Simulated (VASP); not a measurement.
# Ir in VASP: further runs

The runs below take Ir through single point, with PBE.

All numbers are computed with VASP 6.6.1; they aren't measurements. Logs are shortened: lines on timing, memory, paths and dates and some standing lists are left out, and cuts for length are marked.

### 1 The cell of the first run

It takes space group Pm-3m (No. 221, cubic). The conventional cell has a = 2.579 Å, b = 2.579 Å, c = 2.579 Å, α = 90.00°, β = 90.00°, γ = 90.00°. Within 3.4 Å of Ir (site symmetry m-3m) lie 6 Ir at 2.58 Å.

### 2 Single point, PBE

INCAR

```
PREC     = Accurate       # precision mode
ENCUT    = 520            # plane-wave cutoff, eV
EDIFF    = 1E-6           # SCF threshold, eV
ISMEAR   = 0              # smearing method
SIGMA    = 0.1            # smearing width, eV
LREAL    = F              # projectors in reciprocal space
LASPH    = T              # aspherical terms in the spheres
NELM     = 100            # most SCF steps
ALGO     = Normal         # electronic algorithm
ISIF     = 2              # what is computed and relaxed
LWAVE    = F              # write WAVECAR
LCHARG   = T              # write CHGCAR
GGA      = PE             # functional
LELF     = T              # ELF
LVHAR    = T            
NBANDS   = 10             # bands
```

KPOINTS

```
Automatic mesh
0
Gamma
  6 6 6
```

POSCAR

```
Ir
1.0
    2.5791141435      0.0000000000      0.0000000000
    0.0000000000      2.5791141435      0.0000000000
    0.0000000000      0.0000000000      2.5791141435
Ir
1
Direct
    0.0000000000      0.0000000000      0.0000000000
```

Potentials or basis: VASP PAW PBE potentials, release 64 (Ir).

Command:

```console
cat potpaw_PBE.64/Ir/POTCAR > POTCAR
mpirun -np 1 vasp_std > vasp.out
```

OUTCAR:

```text
PREC = Accurate
   ENCUT = 520
   EDIFF = 1E-6
   ISMEAR = 0
   LREAL = F
   LASPH = T
   NELM = 100
   ISIF = 2
   GGA = PE

 ion  position               nearest neighbor table
   1  0.000  0.000  0.000-

  LATTYP: Found a simple cubic cell.
 ALAT       =     2.5791141435

  Lattice vectors:

 A1 = (   2.5791141435,   0.0000000000,   0.0000000000)
 A2 = (   0.0000000000,   2.5791141435,   0.0000000000)
 A3 = (   0.0000000000,   0.0000000000,   2.5791141435)

Analysis of symmetry for initial positions (statically):
=====================================================================
 Subroutine PRICEL returns:
 Original cell was already a primitive cell.

 Routine SETGRP: Setting up the symmetry group for a
 simple cubic supercell.

 Subroutine GETGRP returns: Found 48 space group operations
 (whereof 48 operations were pure point group operations)
 out of a pool of 48 trial point group operations.

The static configuration has the point symmetry O_h .

Analysis of symmetry for dynamics (positions and initial velocities):
=====================================================================
 Subroutine PRICEL returns:
 Original cell was already a primitive cell.

 Routine SETGRP: Setting up the symmetry group for a
 simple cubic supercell.

 Subroutine GETGRP returns: Found 48 space group operations
 (whereof 48 operations were pure point group operations)
 out of a pool of 48 trial point group operations.

The dynamic configuration has the point symmetry O_h .

 Subroutine INISYM returns: Found 48 space group operations
 (whereof 48 operations are pure point group operations),
 and found     1 'primitive' translations

----------------------------------------------------------------------------------------

                                     Primitive cell

  volume of cell :      17.1558

  direct lattice vectors                    reciprocal lattice vectors
     2.579114144  0.000000000  0.000000000     0.387730028  0.000000000  0.000000000
     0.000000000  2.579114144  0.000000000     0.000000000  0.387730028  0.000000000
     0.000000000  0.000000000  2.579114144     0.000000000  0.000000000  0.387730028

  length of vectors
     2.579114144  2.579114144  2.579114144     0.387730028  0.387730028  0.387730028

  position of ions in fractional coordinates (direct lattice)
     0.000000000  0.000000000  0.000000000
[... 73 lines left out ...]
   EDIFFG = 0.1E-04   stopping-criterion for IOM
   NSW    =      0    number of steps for IOM
   IBRION =     -1    ionic relax: 0-MD 1-quasi-New 2-CG
   NFREE  =      0    steps in history (QN), initial steepest desc. (CG)
   ISIF   =      2    stress and relaxation
   ISYM   =      2    0-nonsym 1-usesym 2-fastsym
   POTIM  = 0.5000    time-step for ionic-motion
   TEBEG  =    0.0;   TEEND  =   0.0 temperature during run
   PSTRESS=    0.0 pullay stress
   NELECT =       9.0000    total number of electrons
   NUPDOWN=      -1.0000    fix difference up-down
   EMIN   =  10.00;   EMAX   =-10.00  energy-range for DOS
   EFERMI =   0.00;   METHOD = LEGACY
   ISMEAR =     0;   SIGMA  =   0.10  broadening in eV -4-tet -1-fermi 0-gaus
   EFERMI_NEDOS =   21; number of points for ismear=-14 and -15
   IALGO  =     38    algorithm
   IMIX   =      4    mixing-type and parameters
     AMIX     =   0.40;   BMIX     =  1.00
     AMIX_MAG =   1.60;   BMIX_MAG =  1.00
  volume/ion in A,a.u.               =      17.16       115.77
  Fermi-wavevector in a.u.,A,eV,Ry     =   1.320338  2.495077 23.718932  1.743292
  Thomas-Fermi vector in A             =   2.450171
   LORBIT       =      0    0 simple, 1 ext, 2 COOP (PROOUT), +10 PAW based schemes
   GGA     = PE    functional components
   LHFCALC =     F    Hartree Fock is set to
   AEXX    =    0.0000 exact exchange contribution
   IVDW    =     0    specifies the selected vdW correction
   LEPSILON=     F    determine dielectric tensor
   LRPA    =     F    only Hartree local field effects (RPA)
 non-spin polarized calculation
 Gauss-broadening in eV      SIGMA  =   0.10
  energy-cutoff  :      520.00
  volume of cell :       17.16
 maximum number of plane-waves:       480
 NGX is ok and might be reduce to    20
   NGX =  9   NGY =  9   NGZ =  9

 number of electron       8.9999999 magnetization

 Free energy of the ion-electron system (eV)
  ---------------------------------------------------
  ext. energy  EPLUGINS =         0.00000000
  ---------------------------------------------------
  free energy    TOTEN  =        -7.62044030 eV

  energy without entropy =       -7.61020929  energy(sigma->0) =       -7.61532479

 E-fermi :   7.2184     XC(G=0): -12.6945

 val. band max:        7.1361990915   @ k =   0.3333   0.3333   0.3333
 cond. band min:       7.2337859759   @ k =   0.5000   0.3333   0.3333
 fundamental gap:      0.0975868844
 Fermi energy:         7.2184069855

 k-point     1 :       0.0000    0.0000    0.0000
  band No.  band energies     occupation
      1      -1.7141      2.00000
      2       1.4593      2.00000
      3       1.4593      2.00000
      4       8.5634      0.00000
      5       8.5634      0.00000
      6       8.5634      0.00000
      7      22.8037      0.00000
      8      22.8037      0.00000
      9      22.8037      0.00000
     10      28.6689      0.00000
[... 235 lines left out ...]
 k-point    20 :       0.5000    0.5000    0.5000
  band No.  band energies     occupation
      1       2.2576      2.00000
      2       2.2576      2.00000
      3       2.2576      2.00000
      4      10.7614      0.00000
      5      10.7614      0.00000
      6      16.6239      0.00000
      7      17.9401      0.00000
      8      17.9401      0.00000
      9      17.9401      0.00000
     10      26.0747      0.00000

------------------------ aborting loop because EDIFF is reached ----------------------------------------

  FORCE on cell =-STRESS in cart. coord.  units (eV):
  Direction    XX          YY          ZZ          XY          YZ          ZX
  --------------------------------------------------------------------------------------
  -------------------------------------------------------------------------------------
  Total        0.0101305      0.0101305      0.0101305      0.0000000      0.0000000     -0.0000000
  in kB        0.9460864      0.9460864      0.9460864      0.0000000      0.0000000     -0.0000000
  external PRESSURE =       0.9460864 kB  Pullay stress =       0.0000000 kB

 VOLUME and BASIS-vectors are now :
 -----------------------------------------------------------------------------
  energy-cutoff  :      520.00
  volume of cell :       17.16
      direct lattice vectors                 reciprocal lattice vectors
     2.579114144  0.000000000  0.000000000     0.387730028  0.000000000  0.000000000
     0.000000000  2.579114144  0.000000000     0.000000000  0.387730028  0.000000000
     0.000000000  0.000000000  2.579114144     0.000000000  0.000000000  0.387730028

 POSITION                                       TOTAL-FORCE (eV/Angst)
 -----------------------------------------------------------------------------------
      0.00000      0.00000      0.00000         0.000000      0.000000      0.000000
 -----------------------------------------------------------------------------------
    total drift:                                0.000000      0.000000      0.000000

  FREE ENERGIE OF THE ION-ELECTRON SYSTEM (eV)
  ---------------------------------------------------
  free  energy   TOTEN  =        -7.6204402968 eV

  energy  without entropy=       -7.6102092885  energy(sigma->0) =       -7.61532479
```

It took 2.4 s on 1 thread of Intel Xeon 6975P-C (Granite Rapids), shared host; peak memory 0.12 GiB.

What came out:

* Free energy: -7.6204 eV
* Pressure: 0.1 GPa

Caveat: the k points lie up to 0.41 Å⁻¹ apart; spin-orbit coupling is left out, which moves the levels of the heavy elements.

### 3 Single point, PBE

This run uses another cell than the first one, of 16.98 Å³/atom, 0.990 times its volume.

INCAR

```
SYSTEM = Ir
  PREC = Accurate
  ENCUT = 520
  EDIFF = 1E-7
  ISMEAR = 0
  SIGMA = 0.1
  LREAL = .False.
  LASPH = .True.
  NELM = 80
  ALGO = Normal
  ISIF = 2
  LWAVE = .False.
  LCHARG = .False.
  GGA = PE
  NBANDS = 10
```

KPOINTS

```
regular mesh
0
Gamma
  6 6 4
  0 0 0
```

POSCAR

```
Ir
1.0
    2.5671211645      0.0000000000      0.0000000000
    0.0000000000      2.5671211645      0.0000000000
    0.0000000000      0.0000000000      2.5770918487
Ir
1
Direct
    0.0000000000      0.0000000000      0.0000000000
```

Potentials or basis: VASP PAW PBE potentials, release 64 (Ir).

Command:

```console
cat potpaw_PBE.64/Ir/POTCAR > POTCAR
mpirun -np 1 vasp_std > vasp.out
```

It took 4.2 s on 1 thread of Intel Xeon 6975P-C (Granite Rapids), shared host; peak memory 0.12 GiB.

Results (log left out):

```
Free energy : -7.8468 eV
Pressure    : 0.1 GPa
```

Stress tensor (GPa, compression positive):
```
0.17 0.00 0.00
0.00 0.17 0.00
0.00 0.00 0.03
```

Levels at points of the mesh, in eV from the Fermi level:
```
           k point  band 1  band 2  band 3  band 4  band 5  band 6  band 7  band 8
(0.00, 0.00, 0.00)   -8.91   -5.84   -5.67    1.40    1.45    1.45   15.62   15.83
(0.50, 0.00, 0.00)   -5.93   -4.97   -1.34   -1.32   -0.72    1.73    6.03   16.50
(0.50, 0.50, 0.00)   -6.27   -4.32   -0.79   -0.79    3.45    4.73    4.73   11.51
(0.00, 0.00, 0.50)   -6.06   -5.15   -1.21   -1.21   -0.68    1.66    6.02   16.59
(0.50, 0.00, 0.50)   -6.15   -4.60   -0.84   -0.69    3.50    4.59    4.77   11.41
(0.50, 0.50, 0.50)   -5.06   -4.90   -4.90    3.63    3.71    9.49   10.84   10.84
```

Caveat: the k points lie up to 0.61 Å⁻¹ apart; spin-orbit coupling is left out, which moves the levels of the heavy elements.

### 4 Single point, PBE, collinear spin, ferromagnetic start

INCAR

```
PREC = Accurate ; ENCUT = 520
EDIFF = 1E-6 ; ISMEAR = 0
SIGMA = 0.1 ; LREAL = False
LASPH = True ; NELM = 150
ALGO = Fast ; ISIF = 2
LWAVE = False ; LCHARG = False
ISPIN = 2 ; MAGMOM = 1
LORBIT = 11 ; LMAXMIX = 4
GGA = PE ; NBANDS = 14
```

KPOINTS

```
regular mesh
0
Gamma
  6 6 6
```

POSCAR

```
Ir
1.0
    2.5791141435      0.0000000000      0.0000000000
    0.0000000000      2.5791141435      0.0000000000
    0.0000000000      0.0000000000      2.5791141435
Ir
1
Direct
    0.0000000000      0.0000000000      0.0000000000
```

Potentials or basis: VASP PAW PBE potentials, release 64 (Ir).

Command:

```console
cat potpaw_PBE.64/Ir/POTCAR > POTCAR
mpirun -np 1 vasp_std > vasp.out
```

OUTCAR:

```text
PREC = Accurate
   ENCUT = 520
   EDIFF = 1E-6
   ISMEAR = 0
   LREAL = False
   LASPH = True
   NELM = 150
   ISIF = 2
   ISPIN = 2
   LORBIT = 11
   GGA = PE

 ion  position               nearest neighbor table
   1  0.000  0.000  0.000-

  LATTYP: Found a simple cubic cell.
 ALAT       =     2.5791141435

  Lattice vectors:

 A1 = (   2.5791141435,   0.0000000000,   0.0000000000)
 A2 = (   0.0000000000,   2.5791141435,   0.0000000000)
 A3 = (   0.0000000000,   0.0000000000,   2.5791141435)

Analysis of symmetry for initial positions (statically):
=====================================================================
 Subroutine PRICEL returns:
 Original cell was already a primitive cell.

 Routine SETGRP: Setting up the symmetry group for a
 simple cubic supercell.

 Subroutine GETGRP returns: Found 48 space group operations
 (whereof 48 operations were pure point group operations)
 out of a pool of 48 trial point group operations.

The static configuration has the point symmetry O_h .

Analysis of symmetry for dynamics (positions and initial velocities):
=====================================================================
 Subroutine PRICEL returns:
 Original cell was already a primitive cell.

 Routine SETGRP: Setting up the symmetry group for a
 simple cubic supercell.

 Subroutine GETGRP returns: Found 48 space group operations
 (whereof 48 operations were pure point group operations)
 out of a pool of 48 trial point group operations.

The dynamic configuration has the point symmetry O_h .

Analysis of structural, dynamic, and magnetic symmetry:
=====================================================================
 Subroutine PRICEL returns:
 Original cell was already a primitive cell.

 Routine SETGRP: Setting up the symmetry group for a
 simple cubic supercell.

 Subroutine GETGRP returns: Found 48 space group operations
 (whereof 48 operations were pure point group operations)
 out of a pool of 48 trial point group operations.

The overall configuration has the point symmetry O_h .
[... 163 lines left out ...]
      9      22.8036      0.00000
     10      28.6686      0.00000
     11      31.4061      0.00000
     12      31.4061      0.00000
     13      35.8716      0.00000
     14      35.8716      0.00000
[... 308 lines left out ...]
  band No.  band energies     occupation
      1       2.2576      1.00000
      2       2.2576      1.00000
      3       2.2576      1.00000
      4      10.7613      0.00000
      5      10.7613      0.00000
      6      16.6237      0.00000
      7      17.9400      0.00000
      8      17.9400      0.00000
      9      17.9400      0.00000
     10      26.0747      0.00000
     11      27.5051      0.00000
     12      27.5051      0.00000
     13      27.5051      0.00000
     14      40.8958      0.00000
 Fermi energy:         7.2184305177

 spin component 2

 k-point     1 :       0.0000    0.0000    0.0000
  band No.  band energies     occupation
      1      -1.7140      1.00000
      2       1.4594      1.00000
      3       1.4594      1.00000
      4       8.5636      0.00000
      5       8.5636      0.00000
      6       8.5636      0.00000
      7      22.8038      0.00000
      8      22.8038      0.00000
      9      22.8038      0.00000
     10      28.6690      0.00000
     11      31.4063      0.00000
     12      31.4063      0.00000
     13      35.8718      0.00000
     14      35.8718      0.00000
[... 309 lines left out ...]
      1       2.2578      1.00000
      2       2.2578      1.00000
      3       2.2578      1.00000
      4      10.7616      0.00000
      5      10.7616      0.00000
      6      16.6240      0.00000
      7      17.9402      0.00000
      8      17.9402      0.00000
      9      17.9402      0.00000
     10      26.0749      0.00000
     11      27.5053      0.00000
     12      27.5053      0.00000
     13      27.5053      0.00000
     14      40.8961      0.00000

------------------------ aborting loop because EDIFF is reached ----------------------------------------

  FORCE on cell =-STRESS in cart. coord.  units (eV):
  Direction    XX          YY          ZZ          XY          YZ          ZX
  --------------------------------------------------------------------------------------
  -------------------------------------------------------------------------------------
  Total        0.0100925      0.0100925      0.0100925      0.0000000      0.0000000      0.0000000
  in kB        0.9425324      0.9425324      0.9425324      0.0000000      0.0000000      0.0000000
  external PRESSURE =       0.9425324 kB  Pullay stress =       0.0000000 kB

 VOLUME and BASIS-vectors are now :
 -----------------------------------------------------------------------------
  energy-cutoff  :      520.00
  volume of cell :       17.16
      direct lattice vectors                 reciprocal lattice vectors
     2.579114144  0.000000000  0.000000000     0.387730028  0.000000000  0.000000000
     0.000000000  2.579114144  0.000000000     0.000000000  0.387730028  0.000000000
     0.000000000  0.000000000  2.579114144     0.000000000  0.000000000  0.387730028

 POSITION                                       TOTAL-FORCE (eV/Angst)
 -----------------------------------------------------------------------------------
      0.00000      0.00000      0.00000         0.000000      0.000000      0.000000
 -----------------------------------------------------------------------------------
    total drift:                                0.000000      0.000000      0.000000

  FREE ENERGIE OF THE ION-ELECTRON SYSTEM (eV)
  ---------------------------------------------------
  free  energy   TOTEN  =        -7.6204403687 eV

  energy  without entropy=       -7.6102089530  energy(sigma->0) =       -7.61532466

 total charge

# of ion       s       p       d       tot
------------------------------------------
    1        0.685   0.527   7.016   8.228

 magnetization (x)

# of ion       s       p       d       tot
------------------------------------------
    1        0.000   0.000   0.000   0.000
```

stdout:

```text
POSCAR found type information on POSCAR Ir
 POSCAR found :  1 types and       1 ions
 scaLAPACK will be used
 LDA part: xc-table for (Slater+PW92), standard interpolation
 POSCAR, INCAR and KPOINTS ok, starting setup
 FFT: planning ... GRIDC
 FFT: planning ... GRID_SOFT
 FFT: planning ... GRID
 WAVECAR not read
 entering main loop
```

It took 5.8 s on 1 thread of Intel Xeon 6975P-C (Granite Rapids), shared host; peak memory 0.13 GiB.

Results:

```
Free energy                                           : -7.6204 eV
Pressure                                              : 0.1 GPa
Net moment                                            : 0.00 μB per cell
Valence electrons inside the program's atomic spheres : Ir 8.23
```

Caveat: the k points lie up to 0.41 Å⁻¹ apart; spin-orbit coupling is left out, which moves the levels of the heavy elements.

### 5 Summary

| spin | cell | k mesh | gap on the mesh (eV) | pressure (GPa) |
| --- | --- | --- | --- | --- |
| off | a = 2.579 Å, 1 atom | 6 × 6 × 6 | none | 0.1 |
| off | a = 2.567, b = 2.567, c = 2.577 Å, 1 atom | 6 × 6 × 4 | none | 0.1 |
| collinear, ferromagnetic start | a = 2.579 Å, 1 atom | 6 × 6 × 6 | none | 0.1 |

Alike in all rows: task single point; level PBE; potentials or basis VASP PAW PBE potentials, release 64 (Ir); cutoff (eV) 520; smearing gaussian 0.1 eV.

Caveats: all runs use coarse meshes; spin-orbit coupling is left out, which moves the levels of the heavy elements.

Absolute energies hang on the potentials; compare differences alone.
